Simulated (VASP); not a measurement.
# B48HN48 (a cell with a defect) in VASP: a series of runs, part 3 of 4

VASP 6.6.1.

## 5. Single point, PBEsol

The input, INCAR:

```
SYSTEM = B48HN48
PREC = Accurate ; ENCUT = 520
EDIFF = 1E-6 ; ISMEAR = -1
SIGMA = 0.05 ; LREAL = Auto
LASPH = .True. ; NELM = 120
ALGO = Normal ; ISIF = 2
LWAVE = .False. ; LCHARG = .True.
GGA = PS ; LELF = .True.
LVHAR = .True. ; NBANDS = 246
NELECT = 384.0 ; ISYM = -1
GGA_COMPAT = .False.
```

The input, KPOINTS:

```
explicit points
1
Reciprocal
  0.25000000   0.25000000   0.25000000 1
```

The input, POSCAR:

```
B48HN48
1.0
    7.6229900000      0.0000000000      0.0000000000
    0.0000000000      8.8022710000      0.0000000000
    0.0000000000      0.0000000000      8.4065820000
B N H
48 48 1
Direct
    0.9983460000      0.1668570000      0.9993580000
    0.9989460000      0.1655360000      0.4984490000
    0.3315460000      0.1673920000      0.9998500000
    0.3314370000      0.1664680000      0.4992150000
    0.1655570000      0.4174520000      0.9998460000
    0.1651000000      0.4165680000      0.4987360000
    0.0019560000      0.6693200000      0.0032150000
    0.9982850000      0.6665910000      0.4986100000
    0.6648420000      0.1662260000      0.9997560000
    0.6638090000      0.1645920000      0.4980760000
    0.4980160000      0.4169200000      0.9995830000
    0.4981720000      0.4160250000      0.4983430000
    0.3320320000      0.6676190000      0.0009020000
    0.3319590000      0.6665810000      0.5000860000
    0.1659580000      0.9181910000      0.0007340000
    0.1654740000      0.9166050000      0.4995730000
    0.8317150000      0.4162360000      0.9978430000
    0.8323070000      0.4094380000      0.4900590000
    0.6627810000      0.6692180000      0.0025280000
    0.6657950000      0.6672290000      0.4976070000
    0.4975870000      0.9179320000      0.0007900000
    0.4978070000      0.9163260000      0.4994630000
    0.8320160000      0.9181250000      0.0009440000
    0.8320090000      0.9168930000      0.4993780000
    0.1651900000      0.0835100000      0.2493880000
    0.1655400000      0.0841140000      0.7499030000
    0.9992970000      0.3327980000      0.2471120000
    0.0013100000      0.3322720000      0.7500650000
    0.4978600000      0.0833080000      0.2493240000
    0.4960600000      0.0820990000      0.7499750000
    0.3316030000      0.3332970000      0.2491090000
    0.3310610000      0.3332130000      0.7496890000
    0.1654960000      0.5833960000      0.2501780000
    0.1667730000      0.5834410000      0.7515420000
    0.9986410000      0.8341370000      0.2503040000
    0.0010270000      0.8389170000      0.7513070000
    0.8316750000      0.0835790000      0.2491630000
    0.8314730000      0.0835570000      0.7498520000
    0.6638930000      0.3325420000      0.2471040000
    0.6593350000      0.3238270000      0.7494610000
    0.4982890000      0.5833320000      0.2498930000
    0.4973590000      0.5830120000      0.7520090000
    0.3317400000      0.8335170000      0.2502290000
    0.3317250000      0.8333050000      0.7508260000
    0.8318640000      0.5832560000      0.2489530000
    0.8377020000      0.6210420000      0.7667230000
    0.6650060000      0.8341600000      0.2500090000
    0.6636540000      0.8391420000      0.7516240000
    0.9984360000      0.1666700000      0.1857960000
    0.9985490000      0.1667730000      0.6864430000
    0.3316200000      0.1669820000      0.1866850000
    0.3311870000      0.1671070000      0.6866130000
    0.1652690000      0.4170330000      0.1862560000
    0.1640270000      0.4175320000      0.6865770000
    0.9990450000      0.6672550000      0.1881300000
    0.0004170000      0.6694240000      0.6881830000
    0.6648280000      0.1663350000      0.1859110000
    0.6620630000      0.1622050000      0.6862130000
    0.4981980000      0.4168910000      0.1860950000
    0.4989850000      0.4160630000      0.6865410000
    0.3319670000      0.6668290000      0.1876260000
    0.3324870000      0.6663780000      0.6877580000
    0.1653460000      0.9170120000      0.1874120000
    0.1661230000      0.9176300000      0.6871920000
    0.8315910000      0.4170430000      0.1846700000
    0.8276940000      0.3976780000      0.6769710000
    0.6649820000      0.6672170000      0.1877550000
    0.6663530000      0.6695620000      0.6885610000
    0.4982460000      0.9168470000      0.1873570000
    0.4972130000      0.9163080000      0.6871630000
    0.8318800000      0.9169920000      0.1872800000
    0.8322640000      0.9178130000      0.6874510000
    0.1650580000      0.0828200000      0.4366290000
    0.1651220000      0.0843430000      0.9367970000
    0.9997300000      0.3315840000      0.4336300000
    0.9980850000      0.3346710000      0.9355640000
    0.4976490000      0.0824930000      0.4364030000
    0.4976660000      0.0838060000      0.9369210000
    0.3315410000      0.3333800000      0.4365210000
    0.3315180000      0.3341310000      0.9364280000
    0.1649310000      0.5832680000      0.4377440000
    0.1655140000      0.5842640000      0.9377630000
    0.9982020000      0.8330190000      0.4374770000
    0.9993690000      0.8352650000      0.9380590000
    0.8315980000      0.0828770000      0.4365010000
    0.8316320000      0.0839290000      0.9366470000
    0.6636290000      0.3311970000      0.4333690000
    0.6649300000      0.3332880000      0.9353560000
    0.4989410000      0.5832360000      0.4377420000
    0.4988290000      0.5839760000      0.9376170000
    0.3316560000      0.8328260000      0.4374630000
    0.3317760000      0.8338820000      0.9376130000
    0.8319950000      0.5812000000      0.4377390000
    0.8326980000      0.5884980000      0.9388740000
    0.6653630000      0.8331740000      0.4372990000
    0.6645090000      0.8352000000      0.9379400000
    0.7630570000      0.5008530000      0.6787950000
```

Potentials or basis: VASP PAW PBE potentials, release 64 (B, N, H).

The run is started by

```console
$ cat potpaw_PBE.64/B/POTCAR potpaw_PBE.64/N/POTCAR potpaw_PBE.64/H/POTCAR > POTCAR
$ mpirun -np 1 vasp_std > vasp.out
```

OUTCAR:

```text
SYSTEM = B48HN48
   PREC = Accurate
   ENCUT = 520
   EDIFF = 1E-6
   ISMEAR = -1
   LREAL = Auto
   LASPH = .True.
   NELM = 120
   ISIF = 2
   GGA = PS
   NELECT = 384.0
   ISYM = -1

 ion  position               nearest neighbor table
   1  0.998  0.167  0.999-  74 1.56  86 1.56  49 1.57  76 1.57
   2  0.999  0.166  0.498-  73 1.55  85 1.56  75 1.56  50 1.58
   3  0.332  0.167  1.000-  78 1.56  74 1.56  80 1.56  51 1.57
   4  0.331  0.166  0.499-  73 1.56  77 1.56  79 1.56  52 1.58
   5  0.166  0.417  1.000-  80 1.56  82 1.56  76 1.57  53 1.57
   6  0.165  0.417  0.499-  81 1.55  79 1.56  75 1.56  54 1.58
[... 88 lines left out ...]
  95  0.665  0.833  0.437-  20 1.55  24 1.56  22 1.56  47 1.57
  96  0.665  0.835  0.938-  21 1.56  19 1.56  23 1.56  48 1.57
  97  0.763  0.501  0.679-  66 1.03  46 1.41

IMPORTANT INFORMATION: All symmetrisations will be switched off!
NOSYMM: (Re-)initialisation of all symmetry stuff for point group C_1.

----------------------------------------------------------------------------------------

                                     Primitive cell

  volume of cell :     564.0785
[... 293 lines left out ...]
  band No.  band energies     occupation
      1     -12.7637      2.00000
      2     -12.1280      2.00000
      3     -11.8749      2.00000
      4     -11.7388      2.00000
      5     -11.3128      2.00000
      6     -11.1083      2.00000
[... 196 lines left out ...]
    203      14.7659      0.00000
    204      14.8071      0.00000
 [bands above 204 left out]

------------------------ aborting loop because EDIFF is reached ----------------------------------------

  FORCE on cell =-STRESS in cart. coord.  units (eV):
  Direction    XX          YY          ZZ          XY          YZ          ZX
  --------------------------------------------------------------------------------------
  -------------------------------------------------------------------------------------
  Total       -5.0276643      3.8380067     -3.1853419      3.7806629      4.5861912      0.5429692
  in kB      -14.2802996     10.9012618     -9.0474689     10.7383857     13.0263637      1.5422196
  external PRESSURE =      -4.1421689 kB  Pullay stress =       0.0000000 kB

 VOLUME and BASIS-vectors are now :
 -----------------------------------------------------------------------------
  energy-cutoff  :      520.00
  volume of cell :      564.08
      direct lattice vectors                 reciprocal lattice vectors
     7.622990000  0.000000000  0.000000000     0.131182121  0.000000000  0.000000000
     0.000000000  8.802271000  0.000000000     0.000000000  0.113607045  0.000000000
     0.000000000  0.000000000  8.406582000     0.000000000  0.000000000  0.118954410

 POSITION                                       TOTAL-FORCE (eV/Angst)
 -----------------------------------------------------------------------------------
      7.61038      1.46872      8.40118         0.000559      0.004741      0.001751
      7.61496      1.45709      4.19025        -0.000514      0.000397      0.008301
      2.52737      1.47343      8.40532         0.000986      0.002025      0.002206
      2.52654      1.46530      4.19669         0.000250      0.001901      0.003984
      1.26204      3.67453      8.40529        -0.003656     -0.004329      0.000294
      1.25856      3.66674      4.19267         0.000005     -0.003805      0.006111
[... 89 lines left out ...]
      5.06555      7.35166      7.88487         0.000529     -0.000539     -0.003369
      5.81678      4.40864      5.70635        -0.019695      0.048663      0.002621
 -----------------------------------------------------------------------------------
    total drift:                                0.000951      0.002408      0.011410

  FREE ENERGIE OF THE ION-ELECTRON SYSTEM (eV)
  ---------------------------------------------------
  free  energy   TOTEN  =      -888.1564284964 eV

  energy  without entropy=     -888.1564284963  energy(sigma->0) =     -888.15642850
```

OSZICAR:

```text
N       E                     dE             d eps       ncg     rms          rms(c)
DAV:   1     0.168971534763E+04    0.16897E+04   -0.20720E+05   492   0.154E+03
DAV:   2    -0.804331128317E+03   -0.24940E+04   -0.23954E+04   602   0.347E+02
DAV:   3    -0.932065131509E+03   -0.12773E+03   -0.12683E+03   600   0.808E+01
DAV:   4    -0.934041483130E+03   -0.19764E+01   -0.19686E+01   584   0.100E+01
DAV:   5    -0.934081286535E+03   -0.39803E-01   -0.39739E-01   584   0.124E+00    0.458E+01
DAV:   6    -0.893169604406E+03    0.40912E+02   -0.12132E+02   568   0.201E+01    0.223E+01
DAV:   7    -0.889137921392E+03    0.40317E+01   -0.70181E+00   600   0.573E+00    0.130E+01
DAV:   8    -0.888195057913E+03    0.94286E+00   -0.21270E+00   544   0.290E+00    0.144E+00
DAV:   9    -0.888156041861E+03    0.39016E-01   -0.15549E-01   584   0.830E-01    0.683E-01
DAV:  10    -0.888156255572E+03   -0.21371E-03   -0.13661E-02   568   0.263E-01    0.328E-01
DAV:  11    -0.888156405570E+03   -0.15000E-03   -0.34908E-03   576   0.129E-01    0.680E-02
DAV:  12    -0.888156407902E+03   -0.23314E-05   -0.33494E-04   584   0.511E-02    0.361E-02
DAV:  13    -0.888156423277E+03   -0.15375E-04   -0.10963E-04   584   0.242E-02    0.148E-02
DAV:  14    -0.888156427581E+03   -0.43047E-05   -0.10616E-05   576   0.827E-03    0.525E-03
DAV:  15    -0.888156428496E+03   -0.91497E-06   -0.12743E-06   352   0.301E-03
   1 F= -.88815643E+03 E0= -.88815643E+03  d E =-.949615E-10
```

stdout:

```text
POSCAR found type information on POSCAR B N H
 POSCAR found :  3 types and      97 ions
 scaLAPACK will be used
 -----------------------------------------------------------------------------
|                                                                             |
|                                                                             |
|     You enforced a specific xc type in the INCAR file but a different       |
|     I HOPE YOU KNOW WHAT YOU ARE DOING!                                     |
|                                                                             |
 -----------------------------------------------------------------------------

 LDA part: xc-table for (Slater+PW92), standard interpolation
 POSCAR, INCAR and KPOINTS ok, starting setup
 FFT: planning ... GRIDC
 FFT: planning ... GRID_SOFT
 FFT: planning ... GRID
 WAVECAR not read
 entering main loop
 the old and the new charge density differ
 old charge density:   385.00000 new  384.00000
    0.458E+01
```

Wall time 3.6 min (1 thread of Intel Xeon 6975P-C (Granite Rapids), shared host); peak memory 0.62 GiB.

Results:

```
Free energy   : -888.1564 eV
Largest force : 0.053 eV/Å
```

Forces on the atoms (eV/Å):
```
B    0.001  0.005  0.002
B   -0.001  0.000  0.008
B    0.001  0.002  0.002
B    0.000  0.002  0.004
B   -0.004 -0.004  0.000
B    0.000 -0.004  0.006
B    0.003  0.000  0.008
B    0.005  0.003  0.013
B    0.000  0.005  0.000
B    0.001  0.001  0.006
B    0.002 -0.003  0.001
B   -0.001 -0.002  0.005
B    0.001  0.000  0.003
B    0.001  0.000  0.004
B    0.002  0.000  0.003
B    0.000 -0.001  0.004
B   -0.002  0.010  0.000
B    0.000  0.004  0.000
B    0.002 -0.005  0.005
B   -0.001  0.002  0.013
B   -0.001 -0.001  0.002
B    0.002 -0.001  0.005
B   -0.001 -0.001  0.002
B   -0.001 -0.001  0.006
B   -0.002  0.003  0.005
B   -0.002  0.002  0.001
B   -0.001  0.000  0.004
B   -0.018  0.012 -0.010
B    0.000  0.003  0.003
B   -0.001 -0.001  0.004
B   -0.001  0.000  0.004
B   -0.001  0.004 -0.003
B    0.001  0.000  0.005
B   -0.003  0.002 -0.003
B   -0.001  0.002  0.005
B    0.005  0.011  0.000
B    0.000  0.004  0.003
B    0.000  0.004 -0.002
B    0.001  0.001  0.002
B   -0.001  0.000 -0.004
B   -0.002  0.000  0.004
B    0.003  0.013 -0.009
B   -0.001 -0.002  0.003
B   -0.002 -0.002  0.000
B    0.000  0.001  0.010
B    0.010 -0.014  0.001
B    0.000  0.000  0.004
B   -0.001  0.005  0.002
N    0.001 -0.003 -0.002
N    0.002 -0.005 -0.001
N    0.001 -0.001 -0.002
N    0.001 -0.002 -0.004
N    0.001  0.002 -0.002
N    0.005  0.001 -0.005
N   -0.001  0.000 -0.003
N    0.007 -0.009 -0.021
N    0.000 -0.002 -0.001
N    0.001 -0.010 -0.005
N    0.000  0.001 -0.002
N    0.003 -0.003 -0.001
N    0.000  0.000 -0.004
N    0.000  0.002 -0.004
N    0.000 -0.001 -0.004
N    0.003 -0.001 -0.006
N    0.000 -0.001 -0.001
N    0.033 -0.017  0.017
N    0.000  0.001 -0.001
N   -0.016 -0.017 -0.018
N    0.001 -0.001 -0.003
N    0.001 -0.003 -0.007
N    0.001 -0.002 -0.002
N    0.001 -0.004 -0.004
N    0.001 -0.002 -0.005
N   -0.001 -0.002 -0.003
N    0.003  0.000 -0.002
N    0.002 -0.002  0.003
N   -0.002 -0.001 -0.004
N    0.000 -0.001 -0.003
N    0.000 -0.001 -0.003
N   -0.001 -0.002 -0.002
N    0.002  0.000 -0.005
N   -0.002 -0.001 -0.004
N    0.000  0.002 -0.006
N   -0.003 -0.003 -0.005
N   -0.001  0.000 -0.004
N    0.000 -0.004 -0.001
N   -0.002 -0.001  0.003
N   -0.002 -0.002  0.003
N   -0.001 -0.001 -0.004
N   -0.002  0.001  0.000
N   -0.001  0.000 -0.005
N   -0.002  0.000 -0.003
N   -0.001 -0.004 -0.003
N   -0.007 -0.016  0.008
N    0.000  0.003 -0.004
N    0.001 -0.001 -0.003
H   -0.020  0.049  0.003
```

Caveat: the cell carries a net charge on a neutralising background, which shifts energy and pressure; the cell is charged against a uniform background, so pressure and absolute levels hang on convention; the PAW data sets were made with another functional, which shifts forces and pressure a little.

(Part 3 of 4 ends here.)
